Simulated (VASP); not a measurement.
# Si32O (a cell with a defect) in VASP: further runs

Si32O (a cell with a defect) is run at these levels: PBE; tasks: single point.

Everything below comes from runs of VASP 6.6.1. Logs are shortened: lines on timing, memory, paths and dates and some standing lists are left out, and cuts for length are marked.

## (1) The cell of the first run

The cell holds a defect, 33 atoms: a = 9.220 Å, b = 9.220 Å, c = 9.992 Å, α = 116.09°, β = 116.09°, γ = 92.69°.

## (2) Single point, PBE

Input file INCAR:

```
SYSTEM = Si32O
PREC = Accurate
ENCUT = 520
EDIFF = 1E-7
ISMEAR = 0
SIGMA = 0.02
LREAL = Auto
LASPH = .TRUE.
NELM = 100
ALGO = Normal
ISIF = 2
LWAVE = .FALSE.
LCHARG = .FALSE.
GGA = PE
NBANDS = 89
```

Input file KPOINTS:

```
Automatic mesh
0
Gamma
  2 2 2
  0.5 0.5 0.5
```

Input file POSCAR:

```
Si32O
1.0
   -5.7769209609      3.3353068718      6.3650226989
    5.7769209609     -3.3353068718      6.3650226989
    3.8512806405      6.6706137437     -6.3650226989
Si O
32 1
Direct
    0.2353515261      0.0742273104      0.2466563587
    0.7399485327      0.5788484415      0.2558552818
    0.1155703482      0.4469003721      0.5016979598
    0.6056626601      0.9517257932      0.4948308915
    0.4866427550      0.3252118458      0.7512570165
    1.0289378867      0.8092732795      0.7512436365
    0.8621426574      0.2081407899      0.0077117457
    0.3650496328      0.6963947287      1.0006841697
    0.3211126794      0.4894550220      0.2495706447
    0.8227146542      0.9910970457      0.2528912649
    0.2037410785      0.8630755845      0.4946631653
    0.6924649416      0.3625232161      0.4994240746
    0.5796700284      0.7443270342      0.7511780528
    0.0709492087      0.2295939453      0.7512716330
    0.9442893246      0.6143371533      1.0031129837
    0.4603623796      0.1196951465      0.0078435416
    0.4228991215      0.2590169314      0.2471553096
    0.9269763082      0.7631213152      0.2553660550
    0.3041921675      0.6343345535      0.5009449351
    0.7990898872      0.1355196285      0.5007796410
    0.6751151062      0.5112859628      0.7512615368
    0.2032218746     -0.0004153023      0.7512690312
    0.0495878341      0.3859962979      0.0017591276
    0.5544484915      0.8845899004      1.0014360247
    0.5086668593      0.6783076949      0.2526391588
    0.0072532162      0.1768455972      0.2498322790
    0.3816203923      0.0566371885      0.4968792100
    0.8803356457      0.5440162808      0.4966551563
    0.7560889946      0.9496181746      0.7512535423
    0.2541658884      0.4232203528      0.7511892773
    0.1348796661      0.7986009879      1.0058335774
    0.6360460873      0.3110308564      0.0056389814
   -0.0565920033     -0.0297972216     -0.2488580878
```

Potentials or basis: VASP PAW PBE potentials, release 64 (Si, O).

Launch:

```sh
$ cat potpaw_PBE.64/Si/POTCAR potpaw_PBE.64/O/POTCAR > POTCAR
$ mpirun -np 1 vasp_std > vasp.out
```

OUTCAR:

```text
SYSTEM = Si32O
   PREC = Accurate
   ENCUT = 520
   EDIFF = 1E-7
   ISMEAR = 0
   LREAL = Auto
   LASPH = .TRUE.
   NELM = 100
   ISIF = 2
   GGA = PE

 ion  position               nearest neighbor table
   1  0.235  0.074  0.247-  27 2.35  26 2.35  31 2.36  17 2.37
   2  0.740  0.579  0.256-  32 2.35  25 2.35  28 2.36  18 2.37
   3  0.116  0.447  0.502-  26 2.36  30 2.37  28 2.37  19 2.40
   4  0.606  0.952  0.495-  29 2.33  27 2.33  25 2.35  20 2.36
   5  0.487  0.325  0.751-  30 2.36  27 2.37  32 2.37  21 2.38
   6  0.029  0.809  0.751-  33 1.71  22 2.32  28 2.34  31 2.34  29 2.88
   7  0.862  0.208  0.008-  29 2.33  32 2.33  26 2.35  23 2.36
   8  0.365  0.696  0.001-  25 2.36  30 2.37  31 2.37  24 2.40
   9  0.321  0.489  0.250-  19 2.35  23 2.36  17 2.36  25 2.38
  10  0.823  0.991  0.253-  24 2.35  20 2.36  18 2.36  26 2.38
  11  0.204  0.863  0.495-  22 2.31  27 2.35  18 2.36  19 2.36
  12  0.692  0.363  0.499-  20 2.36  21 2.36  17 2.37  28 2.37
  13  0.580  0.744  0.751-  21 2.36  19 2.38  24 2.38  29 2.44
  14  0.071  0.230  0.751-  23 2.38  20 2.38  30 2.40  22 2.50
  15  0.944  0.614  0.003-  23 2.36  21 2.36  18 2.37  31 2.37
  16  0.460  0.120  0.008-  22 2.31  32 2.35  17 2.36  24 2.36
  17  0.423  0.259  0.247-  16 2.36   9 2.36  12 2.37   1 2.37
  18  0.927  0.763  0.255-  11 2.36  10 2.36  15 2.37   2 2.37
  19  0.304  0.634  0.501-   9 2.35  11 2.36  13 2.38   3 2.40
  20  0.799  0.136  0.501-  12 2.36  10 2.36   4 2.36  14 2.38
  21  0.675  0.511  0.751-  13 2.36  12 2.36  15 2.36   5 2.38
  22  0.203  1.000  0.751-  16 2.31  11 2.31   6 2.32  33 2.40  14 2.50
  23  0.050  0.386  0.002-  15 2.36   9 2.36   7 2.36  14 2.38
  24  0.554  0.885  0.001-  10 2.35  16 2.36  13 2.38   8 2.40
  25  0.509  0.678  0.253-   4 2.35   2 2.35   8 2.36   9 2.38
  26  0.007  0.177  0.250-   7 2.35   1 2.35   3 2.36  10 2.38
  27  0.382  0.057  0.497-   4 2.33   1 2.35  11 2.35   5 2.37
  28  0.880  0.544  0.497-   6 2.34   2 2.36  12 2.37   3 2.37
  29  0.756  0.950  0.751-  33 1.73   4 2.33   7 2.33  13 2.44   6 2.88
  30  0.254  0.423  0.751-   5 2.36   3 2.37   8 2.37  14 2.40
  31  0.135  0.799  0.006-   6 2.34   1 2.36  15 2.37   8 2.37
  32  0.636  0.311  0.006-   7 2.33   2 2.35  16 2.35   5 2.37
  33  0.943  0.970  0.751-   6 1.71  29 1.73  22 2.40

  LATTYP: Found a face centered orthorhombic cell.
 ALAT       =    12.7300453978
 B/A-ratio  =     1.0480109906
 C/A-ratio  =     1.2101388550

  Lattice vectors:

 A1 = (   9.6282016014,   3.3353068719,   0.0000000000)
 A2 = (   3.8512806405,   6.6706137437,   6.3650226989)
 A3 = (   5.7769209609,  -3.3353068718,   6.3650226989)

Analysis of symmetry for initial positions (statically):
=====================================================================
 Subroutine PRICEL returns:
 Original cell was already a primitive cell.

 Routine SETGRP: Setting up the symmetry group for a
 face centered orthorhombic supercell.

 Subroutine GETGRP returns: Found  1 space group operations
 (whereof  1 operations were pure point group operations)
 out of a pool of  8 trial point group operations.

The static configuration has the point symmetry C_1 .

Analysis of symmetry for dynamics (positions and initial velocities):
=====================================================================
 Subroutine PRICEL returns:
 Original cell was already a primitive cell.

 Routine SETGRP: Setting up the symmetry group for a
 face centered orthorhombic supercell.

 Subroutine GETGRP returns: Found  1 space group operations
 (whereof  1 operations were pure point group operations)
 out of a pool of  8 trial point group operations.

The dynamic configuration has the point symmetry C_1 .

 Subroutine INISYM returns: Found  1 space group operations
 (whereof  1 operations are pure point group operations),
 and found     1 'primitive' translations

----------------------------------------------------------------------------------------

                                     Primitive cell

  volume of cell :     654.0801

  direct lattice vectors                    reciprocal lattice vectors
    -5.776920961  3.335306872  6.365022699    -0.032456736  0.093694527  0.078554315
     5.776920961 -3.335306872  6.365022699     0.097370209  0.018738905  0.078554315
     3.851280641  6.670613744 -6.365022699     0.064913473  0.112433432  0.000000000

  length of vectors
     9.220119396  9.220119396  9.992145127     0.126502508  0.126502508  0.129826945

  position of ions in fractional coordinates (direct lattice)
     0.235351526  0.074227310  0.246656359
     0.739948533  0.578848441  0.255855282
     0.115570348  0.446900372  0.501697960
     0.605662660  0.951725793  0.494830892
     0.486642755  0.325211846  0.751257016
     0.028937887  0.809273279  0.751243636
[... 25 lines left out ...]
     0.636046087  0.311030856  0.005638981
     0.943407997  0.970202778  0.751141912

  ion indices of the primitive-cell ions
   primitive index   ion index
                 1           1
                 2           2
                 3           3
                 4           4
                 5           5
                 6           6
[... 25 lines left out ...]
                32          32
                33          33

----------------------------------------------------------------------------------------

 KPOINTS: Automatic mesh

Automatic generation of k-mesh.
 Grid dimensions read from file:
 generate k-points for:    2    2    2

 Generating k-lattice:

  Cartesian coordinates                     Fractional coordinates (reciprocal lattice)
    -0.016228368  0.046847264  0.039277158     0.500000000  0.000000000 -0.000000000
     0.048685104  0.009369453  0.039277158     0.000000000  0.500000000  0.000000000
     0.032456736  0.056216716  0.000000000     0.000000000  0.000000000  0.500000000

  Length of vectors
     0.063251254  0.063251254  0.064913473

  Shift w.r.t. Gamma in fractional coordinates (k-lattice)
     0.500000000  0.500000000  0.500000000

 Subroutine IBZKPT returns following result:
 ===========================================

 Found      4 irreducible k-points:

 Following reciprocal coordinates:
            Coordinates               Weight
  0.250000  0.250000  0.250000      2.000000
 -0.250000  0.250000  0.250000      2.000000
 -0.250000  0.250000 -0.250000      2.000000
 -0.250000 -0.250000  0.250000      2.000000
   k-points           NKPTS =      4   k-points in BZ     NKDIM =      4   number of bands    NBANDS=     89
   number of dos      NEDOS =    301   number of ions     NIONS =     33
   total plane-waves  NPLWV = 392000
   dimension x,y,z NGX =    70 NGY =   70 NGZ =   80
   dimension x,y,z NGXF=   140 NGYF=  140 NGZF=  160
   ions per type =              32   1
   NGX,Y,Z   is equivalent  to a cutoff of  12.62, 12.62, 13.31 a.u.
   NGXF,Y,Z  is equivalent  to a cutoff of  25.24, 25.24, 26.62 a.u.
 SYSTEM =  Si32O
   PREC   = accura    normal or accurate (medium, high low for compatibility)
   ISTART =      0    job   : 0-new  1-cont  2-samecut
   ICHARG =      2    charge: 1-file 2-atom 10-const
   ISPIN  =      1    spin polarized calculation?
   LNONCOLLINEAR =      F non collinear calculations
   LSORBIT =      F    spin-orbit coupling
   LASPH  =      T    aspherical Exc in radial PAW
   ENCUT  =  520.0 eV  38.22 Ry    6.18 a.u.  17.14 17.14 18.58*2*pi/ulx,y,z
   NELM   =    100;   NELMIN=  2; NELMDL= -5     # of ELM steps
   EDIFF  = 0.1E-06   stopping-criterion for ELM
   LREAL  =      T    real-space projection
   EDIFFG = 0.1E-05   stopping-criterion for IOM
   NSW    =      0    number of steps for IOM
   IBRION =     -1    ionic relax: 0-MD 1-quasi-New 2-CG
   NFREE  =      0    steps in history (QN), initial steepest desc. (CG)
   ISIF   =      2    stress and relaxation
   ISYM   =      2    0-nonsym 1-usesym 2-fastsym
   POTIM  = 0.5000    time-step for ionic-motion
   TEBEG  =    0.0;   TEEND  =   0.0 temperature during run
   PSTRESS=    0.0 pullay stress
   NELECT =     134.0000    total number of electrons
   NUPDOWN=      -1.0000    fix difference up-down
   EMIN   =  10.00;   EMAX   =-10.00  energy-range for DOS
   EFERMI =   0.00;   METHOD = LEGACY
   ISMEAR =     0;   SIGMA  =   0.02  broadening in eV -4-tet -1-fermi 0-gaus
   EFERMI_NEDOS =   21; number of points for ismear=-14 and -15
   IALGO  =     38    algorithm
   IMIX   =      4    mixing-type and parameters
     AMIX     =   0.40;   BMIX     =  1.00
     AMIX_MAG =   1.60;   BMIX_MAG =  1.00
  volume/ion in A,a.u.               =      19.82       133.76
  Fermi-wavevector in a.u.,A,eV,Ry     =   0.965086  1.823749 12.672350  0.931391
  Thomas-Fermi vector in A             =   2.094773
   LORBIT       =      0    0 simple, 1 ext, 2 COOP (PROOUT), +10 PAW based schemes
   GGA     = PE    functional components
   LHFCALC =     F    Hartree Fock is set to
   AEXX    =    0.0000 exact exchange contribution
   IVDW    =     0    specifies the selected vdW correction
   LEPSILON=     F    determine dielectric tensor
   LRPA    =     F    only Hartree local field effects (RPA)
 non-spin polarized calculation
 Gauss-broadening in eV      SIGMA  =   0.02
  energy-cutoff  :      520.00
  volume of cell :      654.08
 maximum number of plane-waves:     17670
 NGX is ok and might be reduce to    70
   NGX = 35   NGY = 35   NGZ = 37

 number of electron     133.9999998 magnetization

 Free energy of the ion-electron system (eV)
  ---------------------------------------------------
  ext. energy  EPLUGINS =         0.00000000
  ---------------------------------------------------
  free energy    TOTEN  =      -179.67519969 eV

  energy without entropy =     -179.67519969  energy(sigma->0) =     -179.67519969

 E-fermi :   5.6590     XC(G=0):  -9.3863

 val. band max:        5.5504185708   @ k =  -0.2500  -0.2500   0.2500
 cond. band min:       6.4625018233   @ k =  -0.2500  -0.2500   0.2500
 fundamental gap:      0.9120832525
 Fermi energy:         5.6590227581

 k-point     1 :       0.2500    0.2500    0.2500
  band No.  band energies     occupation
      1     -14.8682      2.00000
      2      -5.4579      2.00000
      3      -5.4554      2.00000
      4      -5.3298      2.00000
      5      -5.0131      2.00000
      6      -4.3355      2.00000
[... 71 lines left out ...]
     78       8.0560      0.00000
     79       8.2389      0.00000

 k-point     2 :      -0.2500    0.2500    0.2500
  band No.  band energies     occupation
      1     -14.8682      2.00000
      2      -5.8068      2.00000
      3      -5.1336      2.00000
      4      -5.0373      2.00000
      5      -4.8203      2.00000
      6      -4.6477      2.00000
[... 71 lines left out ...]
     78       8.0675      0.00000
     79       8.1288      0.00000

 k-point     3 :      -0.2500    0.2500   -0.2500
  band No.  band energies     occupation
      1     -14.8682      2.00000
      2      -5.8067      2.00000
      3      -5.1337      2.00000
      4      -5.0376      2.00000
      5      -4.8203      2.00000
      6      -4.6476      2.00000
[... 71 lines left out ...]
     78       8.0675      0.00000
     79       8.1289      0.00000

 k-point     4 :      -0.2500   -0.2500    0.2500
  band No.  band energies     occupation
      1     -14.8682      2.00000
      2      -5.8908      2.00000
      3      -5.0991      2.00000
      4      -4.7981      2.00000
      5      -4.7659      2.00000
      6      -4.5667      2.00000
[... 71 lines left out ...]
     78       8.1672      0.00000
     79       8.2228      0.00000
 [bands above 79 left out]

------------------------ aborting loop because EDIFF is reached ----------------------------------------

  FORCE on cell =-STRESS in cart. coord.  units (eV):
  Direction    XX          YY          ZZ          XY          YZ          ZX
  --------------------------------------------------------------------------------------
  -------------------------------------------------------------------------------------
  Total        7.1352273      4.3418798      3.5292345     -2.4332999      1.5374853     -2.6502033
  in kB       17.4778289     10.6354891      8.6449043     -5.9603988      3.7660897     -6.4917062
  external PRESSURE =      12.2527408 kB  Pullay stress =       0.0000000 kB

 VOLUME and BASIS-vectors are now :
 -----------------------------------------------------------------------------
  energy-cutoff  :      520.00
  volume of cell :      654.08
      direct lattice vectors                 reciprocal lattice vectors
    -5.776920961  3.335306872  6.365022699    -0.032456736  0.093694527  0.078554315
     5.776920961 -3.335306872  6.365022699     0.097370209  0.018738905  0.078554315
     3.851280641  6.670613744 -6.365022699     0.064913473  0.112433432  0.000000000

 POSITION                                       TOTAL-FORCE (eV/Angst)
 -----------------------------------------------------------------------------------
      0.01914      2.18275      0.40050         0.024676     -0.033234      0.030563
      0.05471      2.24403      6.76565         0.040548     -0.003838      0.028877
      3.84625      2.24155      0.38682         0.000544      0.021609      0.029316
      3.90491      2.14660      6.76320         0.095657     -0.222761      0.010988
      1.96073      5.54977      0.38570         0.027817     -0.016577      0.002472
      7.40119      2.40860      0.55355        -0.302549      0.175661      0.575950
[... 25 lines left out ...]
     -1.85587      1.12164      5.99227         0.103069      0.000151      0.027105
      3.04765      4.92121      7.39914         0.235548     -0.134266     -2.565657
 -----------------------------------------------------------------------------------
    total drift:                                0.000713     -0.003932     -0.000655

  FREE ENERGIE OF THE ION-ELECTRON SYSTEM (eV)
  ---------------------------------------------------
  free  energy   TOTEN  =      -179.6751996889 eV

  energy  without entropy=     -179.6751996889  energy(sigma->0) =     -179.67519969
```

Run time: 5.7 min. Hardware: 1 thread of Intel Xeon 6975P-C (Granite Rapids), shared host; peak memory 0.78 GiB.

What came out:

* Free energy: -179.6752 eV
* Pressure: 1.2 GPa
* Largest force: 2.580 eV/Å
* Band gap on the k mesh: 0.91 eV

Forces in eV/Å, atoms in the order of the input:
```
Si   0.025 -0.033  0.031
Si   0.041 -0.004  0.029
Si   0.001  0.022  0.029
Si   0.096 -0.223  0.011
Si   0.028 -0.017  0.002
Si  -0.303  0.176  0.576
Si   0.240  0.026  0.011
Si  -0.017 -0.010  0.032
Si  -0.036  0.014  0.000
Si  -0.031  0.024  0.001
Si  -0.137  0.023  0.062
Si  -0.040  0.075  0.029
Si  -0.102  0.062  0.085
Si  -0.398  0.228  0.132
Si  -0.084 -0.005  0.030
Si  -0.091  0.105  0.061
Si  -0.044  0.026  0.052
Si  -0.044  0.025  0.051
Si  -0.047  0.015  0.073
Si  -0.063  0.125  0.029
Si  -0.042  0.024  0.018
Si   0.184 -0.105  0.751
Si  -0.139 -0.009  0.029
Si  -0.036  0.035  0.072
Si   0.000 -0.003  0.005
Si   0.003  0.001  0.005
Si   0.051 -0.089  0.028
Si   0.021  0.020  0.086
Si   0.611 -0.354  0.096
Si   0.022 -0.011  0.036
Si  -0.007 -0.028  0.088
Si   0.103  0.000  0.027
O    0.236 -0.134 -2.566
```

Levels at points of the mesh, in eV from the valence-band top:
```csv
k point,band 65,band 66,band 67,band 68,band 69,band 70
"(0.25, 0.25, 0.25)",-0.86,-0.59,-0.59,1.08,1.20,1.29
```

[end of part 1 of 2]
